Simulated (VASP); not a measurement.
# PtPb (P6_3/mmc) in VASP: notebook

Runs on PtPb. Level: LDA. Tasks: electric field gradients.

All numbers are computed with VASP 6.6.1; they aren't measurements. Logs are shortened: lines on timing, memory, paths and dates and some standing lists are left out, and cuts for length are marked.

## Step 1: The cell of the first run

It takes space group P6_3/mmc (No. 194, hexagonal). Conventional cell: a = 4.221 Å, b = 4.221 Å, c = 5.419 Å, α = 90.00°, β = 90.00°, γ = 120.00°. Pt (site symmetry -6m2) has 6 Pb at 2.79 Å and 6 Pt at 3.64 Å within 3.7 Å. Within 3.6 Å of Pb (site symmetry -3m) lie 2 Pb at 2.71 Å and 6 Pt at 2.79 Å.

## Step 2: Electric field gradients, LDA (20.91 Å³/atom)

INCAR

```
ALGO = Normal
EDIFF = 1E-8
ENCUT = 520
ISIF = 2
ISMEAR = -1
LASPH = T
LCHARG = F
LEFG = T
LREAL = F
LWAVE = F
NBANDS = 32
NELM = 80
PREC = Accurate
SIGMA = 0.05
```

KPOINTS

```
k-points
0
Gamma
  10 10 7
```

POSCAR

```
PtPb
1.0
    4.2214765254      0.0000000000      0.0000000000
   -2.1107382628      3.6559059125      0.0000000000
    0.0000000000      0.0000000000      5.4193814470
Pt Pb
2 2
Direct
    0.3333333333      0.6666666667      0.2500000000
    0.6666666667      0.3333333333      0.7500000000
    0.0000000000      0.0000000000      0.0000000000
    0.0000000000      0.0000000000      0.5000000000
```

Potentials or basis: VASP PAW LDA potentials, release 64 (Pt, Pb_d).

Started as:

```sh
> cat potpaw_LDA.64/Pt/POTCAR potpaw_LDA.64/Pb_d/POTCAR > POTCAR
> mpirun -np 1 vasp_std > vasp.out
```

OUTCAR:

```text
EDIFF = 1E-8
   ENCUT = 520
   ISIF = 2
   ISMEAR = -1
   LASPH = T
   LREAL = F
   NELM = 80
   PREC = Accurate

 ion  position               nearest neighbor table
   1  0.333  0.667  0.250-   3 2.79   4 2.79   3 2.79   4 2.79   3 2.79   4 2.79
   2  0.667  0.333  0.750-   3 2.79   4 2.79   3 2.79   4 2.79   3 2.79   4 2.79
   3  0.000  0.000  0.000-   4 2.71   4 2.71   1 2.79   2 2.79   2 2.79   1 2.79   2 2.79   1 2.79

   4  0.000  0.000  0.500-   3 2.71   3 2.71   1 2.79   2 2.79   2 2.79   1 2.79   2 2.79   1 2.79

  LATTYP: Found a hexagonal cell.
 ALAT       =     4.2214765254
 C/A-ratio  =     1.2837644399

  Lattice vectors:

 A1 = (   4.2214765254,   0.0000000000,   0.0000000000)
 A2 = (  -2.1107382628,   3.6559059125,   0.0000000000)
 A3 = (   0.0000000000,   0.0000000000,   5.4193814470)

Analysis of symmetry for initial positions (statically):
=====================================================================
 Subroutine PRICEL returns:
 Original cell was already a primitive cell.

 Routine SETGRP: Setting up the symmetry group for a
 hexagonal supercell.

 Subroutine GETGRP returns: Found 24 space group operations
 (whereof 12 operations were pure point group operations)
 out of a pool of 24 trial point group operations.

The static configuration has the point symmetry D_3d.
 The point group associated with its full space group is D_6h.

Analysis of symmetry for dynamics (positions and initial velocities):
=====================================================================
 Subroutine PRICEL returns:
 Original cell was already a primitive cell.

 Routine SETGRP: Setting up the symmetry group for a
 hexagonal supercell.

 Subroutine GETGRP returns: Found 24 space group operations
 (whereof 12 operations were pure point group operations)
 out of a pool of 24 trial point group operations.

The dynamic configuration has the point symmetry D_3d.
 The point group associated with its full space group is D_6h.

 Subroutine INISYM returns: Found 24 space group operations
 (whereof 12 operations are pure point group operations),
 and found     1 'primitive' translations

----------------------------------------------------------------------------------------

[... 141 lines left out ...]

  energy without entropy =      -21.57268828  energy(sigma->0) =      -21.58258230

 E-fermi :   9.0513     XC(G=0): -11.9135

 val. band max:        9.0427049193   @ k =   0.3000   0.1000   0.1429
 cond. band min:       9.0565841171   @ k =   0.1000   0.1000   0.2857
 fundamental gap:      0.0138791978
 Fermi energy:         9.0512850444

 k-point     1 :       0.0000    0.0000    0.0000
  band No.  band energies     occupation
      1      -9.4089      2.00000
      2      -8.6194      2.00000
      3      -8.6194      2.00000
      4      -8.0392      2.00000
      5      -8.0392      2.00000
      6      -7.9933      2.00000
[... 829 lines left out ...]
     31      16.5231      0.00000
     32      18.9887      0.00000

 [... further k-points ...]

------------------------ aborting loop because EDIFF is reached ----------------------------------------

  FORCE on cell =-STRESS in cart. coord.  units (eV):
  Direction    XX          YY          ZZ          XY          YZ          ZX
  --------------------------------------------------------------------------------------
  -------------------------------------------------------------------------------------
  Total        0.2756385      0.2756385     14.7037930     -0.0000000     -0.0000000      0.0000000
  in kB        5.2800911      5.2800911    281.6636825     -0.0000000     -0.0000000      0.0000000
  external PRESSURE =      97.4079549 kB  Pullay stress =       0.0000000 kB

 VOLUME and BASIS-vectors are now :
 -----------------------------------------------------------------------------
  energy-cutoff  :      520.00
  volume of cell :       83.64
      direct lattice vectors                 reciprocal lattice vectors
     4.221476525  0.000000000  0.000000000     0.236883942  0.136765008  0.000000000
    -2.110738263  3.655905913  0.000000000     0.000000000  0.273530015  0.000000000
     0.000000000  0.000000000  5.419381447     0.000000000  0.000000000  0.184522904

 POSITION                                       TOTAL-FORCE (eV/Angst)
 -----------------------------------------------------------------------------------
     -0.00000      2.43727      1.35485        -0.000000     -0.000000      0.000000
      2.11074      1.21864      4.06454         0.000000      0.000000      0.000000
      0.00000      0.00000      0.00000        -0.000000      0.000000      0.000000
      0.00000      0.00000      2.70969        -0.000000      0.000000      0.000000
 -----------------------------------------------------------------------------------
    total drift:                                0.000000     -0.000000      0.000000

  FREE ENERGIE OF THE ION-ELECTRON SYSTEM (eV)
  ---------------------------------------------------
  free  energy   TOTEN  =       -21.5924763133 eV

  energy  without entropy=      -21.5726882816  energy(sigma->0) =      -21.58258230

 Electric field gradients (V/A^2)
---------------------------------------------------------------------
 ion       V_xx      V_yy      V_zz      V_xy      V_xz      V_yz
---------------------------------------------------------------------
   1     -35.131   -35.131    70.263     0.000    -0.000     0.000
   2     -35.131   -35.131    70.263     0.000     0.000    -0.000
   3      -5.755    -5.753    11.509     0.002     0.000    -0.000
   4      -5.755    -5.753    11.509     0.002    -0.000     0.000
---------------------------------------------------------------------

 Electric field gradients after diagonalization (V/A^2)
 (convention: |V_zz| > |V_xx| > |V_yy|)
----------------------------------------------------------------------
 ion       V_xx      V_yy      V_zz     asymmetry (V_yy - V_xx)/ V_zz
----------------------------------------------------------------------
   1     -35.132   -35.131    70.263       0.000
   2     -35.132   -35.131    70.263       0.000
   3      -5.756    -5.752    11.509       0.000
   4      -5.756    -5.752    11.509       0.000
----------------------------------------------------------------------

           NMR quadrupolar parameters

 Cq : quadrupolar parameter    Cq=e*Q*V_zz/h
 eta: asymmetry parameters     (V_yy - V_xx)/ V_zz
 Q  : nuclear electric quadrupole moment in mb (millibarn)
----------------------------------------------------------------------
 ion       Cq(MHz)       eta       Q (mb)
----------------------------------------------------------------------
   1       0.170       0.000       1.000
   2       0.170       0.000       1.000
   3       0.028       0.000       1.000
   4       0.028       0.000       1.000
----------------------------------------------------------------------
```

OSZICAR:

```text
N       E                     dE             d eps       ncg     rms          rms(c)
DAV:   1     0.525962486350E+03    0.52596E+03   -0.22992E+04  3600   0.180E+03
DAV:   2     0.259739825305E+02   -0.49999E+03   -0.47062E+03  3784   0.478E+02
DAV:   3    -0.203243992312E+02   -0.46298E+02   -0.44138E+02  4376   0.167E+02
DAV:   4    -0.219206661649E+02   -0.15963E+01   -0.15929E+01  4216   0.310E+01
DAV:   5    -0.220041680269E+02   -0.83502E-01   -0.83494E-01  5392   0.705E+00    0.880E+00
DAV:   6    -0.216806162468E+02    0.32355E+00   -0.70425E-01  4288   0.702E+00    0.460E+00
DAV:   7    -0.216077531136E+02    0.72863E-01   -0.96891E-02  5224   0.426E+00    0.204E+00
DAV:   8    -0.215934308061E+02    0.14322E-01   -0.25975E-02  4768   0.115E+00    0.318E-01
DAV:   9    -0.215924920197E+02    0.93879E-03   -0.43251E-03  4896   0.890E-01    0.584E-02
DAV:  10    -0.215924758180E+02    0.16202E-04   -0.17847E-04  4944   0.159E-01    0.176E-02
DAV:  11    -0.215924762981E+02   -0.48006E-06   -0.71733E-06  5176   0.229E-02    0.201E-03
DAV:  12    -0.215924763185E+02   -0.20430E-07   -0.37093E-07  4760   0.509E-03    0.119E-03
DAV:  13    -0.215924763133E+02    0.52623E-08   -0.37219E-08  4064   0.219E-03
   1 F= -.21592476E+02 E0= -.21582582E+02  d E =-.197880E-01
```

stdout:

```text
POSCAR found type information on POSCAR PtPb
 POSCAR found :  2 types and       4 ions
 scaLAPACK will be used
 LDA part: xc-table for (Slater(with rela. corr.)+CA(PZ))
 , standard interpolation
 POSCAR, INCAR and KPOINTS ok, starting setup
 FFT: planning ... GRIDC
 FFT: planning ... GRID_SOFT
 FFT: planning ... GRID
 WAVECAR not read
 entering main loop
ion   1

ion   2

ion   3

ion   4
```

It took 2.1 min on 1 thread of Intel Xeon Platinum 8259CL at 2.50GHz (Skylake/Cascade Lake), shared host; peak memory 0.25 GiB.

What came out:

- Free energy: -21.5925 eV
- Pressure: 9.7 GPa
- Band gap on the k mesh: zero (bands 24 and 25 overlap by 2.97 eV)
- Largest electric field gradient by atom: Pt +70.3; Pb +11.5 V/Å²

Electric field gradients, principal values (V/Å²):
```
atom    least   middle  greatest (by size)
1 Pt  -35.131  -35.132              70.263
2 Pt  -35.131  -35.132              70.263
3 Pb   -5.752   -5.756              11.509
4 Pb   -5.752   -5.756              11.509
```

Caveat: the cell stands under pressure; without QUAD_EFG the Cq values of the log hold for a quadrupole moment of 1 mb, not for the nuclei; spin-orbit coupling is left out, which moves the levels of the heavy elements.

## Step 3: Electric field gradients, LDA (21.55 Å³/atom)

This run uses another cell than the first one, of 21.55 Å³/atom.

INCAR

```
  PREC = Accurate
  ENCUT = 520
  EDIFF = 1E-8
  ISMEAR = -1
  SIGMA = 0.05
  LREAL = F
  LASPH = T
  NELM = 80
  ALGO = Normal
  ISIF = 2
  LWAVE = F
  LCHARG = F
  LEFG = T
  NBANDS = 32
```

KPOINTS

```
regular mesh
0
Gamma
  10 10 7
```

POSCAR

```
PtPb
1.0
    4.2641205887      0.0000000000      0.0000000000
   -2.1320602944      3.6928367546      0.0000000000
    0.0000000000      0.0000000000      5.4741263790
Pt Pb
2 2
Direct
    0.3333333333      0.6666666667      0.2500000000
    0.6666666667      0.3333333333      0.7500000000
    0.0000000000      0.0000000000      0.0000000000
    0.0000000000      0.0000000000      0.5000000000
```

Potentials or basis: VASP PAW LDA potentials, release 64 (Pt, Pb_d).

Started as:

```sh
> cat potpaw_LDA.64/Pt/POTCAR potpaw_LDA.64/Pb_d/POTCAR > POTCAR
> mpirun -np 1 vasp_std > vasp.out
```

OUTCAR:

```text
PREC = Accurate
   ENCUT = 520
   EDIFF = 1E-8
   ISMEAR = -1
   LREAL = F
   LASPH = T
   NELM = 80
   ISIF = 2

 ion  position               nearest neighbor table
   1  0.333  0.667  0.250-   3 2.82   4 2.82   3 2.82   4 2.82   3 2.82   4 2.82
   2  0.667  0.333  0.750-   3 2.82   4 2.82   3 2.82   4 2.82   3 2.82   4 2.82
   3  0.000  0.000  0.000-   4 2.74   4 2.74   1 2.82   2 2.82   2 2.82   1 2.82   2 2.82   1 2.82

   4  0.000  0.000  0.500-   3 2.74   3 2.74   1 2.82   2 2.82   2 2.82   1 2.82   2 2.82   1 2.82

  LATTYP: Found a hexagonal cell.
 ALAT       =     4.2641205887
 C/A-ratio  =     1.2837644398

  Lattice vectors:
[... 1070 lines left out ...]
 ion       V_xx      V_yy      V_zz      V_xy      V_xz      V_yz
---------------------------------------------------------------------
   1     -32.794   -32.793    65.587     0.001    -0.000     0.000
   2     -32.794   -32.793    65.587     0.001     0.000    -0.000
   3      -6.191    -6.190    12.381     0.001     0.000    -0.000
   4      -6.191    -6.190    12.381     0.001    -0.000     0.000
---------------------------------------------------------------------

 Electric field gradients after diagonalization (V/A^2)
 (convention: |V_zz| > |V_xx| > |V_yy|)
----------------------------------------------------------------------
 ion       V_xx      V_yy      V_zz     asymmetry (V_yy - V_xx)/ V_zz
----------------------------------------------------------------------
   1     -32.794   -32.793    65.587       0.000
   2     -32.794   -32.793    65.587       0.000
   3      -6.192    -6.189    12.381       0.000
   4      -6.192    -6.189    12.381       0.000
----------------------------------------------------------------------

           NMR quadrupolar parameters

 Cq : quadrupolar parameter    Cq=e*Q*V_zz/h
 eta: asymmetry parameters     (V_yy - V_xx)/ V_zz
 Q  : nuclear electric quadrupole moment in mb (millibarn)
----------------------------------------------------------------------
 ion       Cq(MHz)       eta       Q (mb)
----------------------------------------------------------------------
   1       0.159       0.000       1.000
   2       0.159       0.000       1.000
   3       0.030       0.000       1.000
   4       0.030       0.000       1.000
----------------------------------------------------------------------
```

OSZICAR:

```text
N       E                     dE             d eps       ncg     rms          rms(c)
DAV:   1     0.524970402293E+03    0.52497E+03   -0.22767E+04  3584   0.178E+03
DAV:   2     0.268098649538E+02   -0.49816E+03   -0.46880E+03  3760   0.478E+02
DAV:   3    -0.203942831614E+02   -0.47204E+02   -0.44968E+02  4344   0.168E+02
DAV:   4    -0.220237687519E+02   -0.16295E+01   -0.16259E+01  4192   0.313E+01
DAV:   5    -0.221082008496E+02   -0.84432E-01   -0.84424E-01  5352   0.708E+00    0.801E+00
DAV:   6    -0.217984789326E+02    0.30972E+00   -0.71253E-01  4280   0.691E+00    0.415E+00
DAV:   7    -0.217310773122E+02    0.67402E-01   -0.93875E-02  5192   0.405E+00    0.195E+00
DAV:   8    -0.217164334771E+02    0.14644E-01   -0.28196E-02  4744   0.122E+00    0.330E-01
DAV:   9    -0.217154813510E+02    0.95213E-03   -0.44278E-03  4800   0.883E-01    0.624E-02
DAV:  10    -0.217154579763E+02    0.23375E-04   -0.19743E-04  4944   0.168E-01    0.185E-02
DAV:  11    -0.217154584418E+02   -0.46558E-06   -0.78809E-06  5048   0.236E-02    0.210E-03
DAV:  12    -0.217154584650E+02   -0.23171E-07   -0.42019E-07  4856   0.537E-03    0.131E-03
DAV:  13    -0.217154584616E+02    0.34233E-08   -0.43217E-08  4200   0.213E-03
   1 F= -.21715458E+02 E0= -.21705031E+02  d E =-.208545E-01
```

Run time: 2.4 min. Hardware: 1 thread of Intel Xeon Platinum 8259CL at 2.50GHz (Skylake/Cascade Lake), shared host; peak memory 0.26 GiB.

What came out:

| Item | Value |
| --- | --- |
| Free energy | -21.7155 eV |
| Pressure | 5.6 GPa |
| Band gap on the k mesh | zero (bands 24 and 25 overlap by 2.81 eV) |
| Largest electric field gradient by atom | Pt +65.6; Pb +12.4 V/Å² |

Stress tensor (GPa, compression positive):
```
-3.02  0.00  0.00
 0.00 -3.02  0.00
 0.00  0.00 22.71
```

Levels at points of the mesh, in eV from the Fermi level:
```csv
k point,band 20,band 21,band 22,band 23,band 24,band 25,band 26,band 27,band 28,band 29
"(0.00, 0.00, 0.00)",-2.60,-2.60,-2.29,-1.34,1.94,3.27,3.27,5.30,5.54,5.54
"(0.50, 0.00, 0.00)",-2.17,-2.01,-1.77,-0.90,-0.82,-0.19,0.77,0.78,5.52,6.80
```

Electric field gradients, principal values (V/Å²):
```csv
atom,least,middle,greatest (by size)
1 Pt,-32.793,-32.794,65.587
2 Pt,-32.793,-32.794,65.587
3 Pb,-6.189,-6.192,12.381
4 Pb,-6.189,-6.192,12.381
```

Caveat: the cell stands under pressure; without QUAD_EFG the Cq values of the log hold for a quadrupole moment of 1 mb, not for the nuclei; spin-orbit coupling is left out, which moves the levels of the heavy elements.
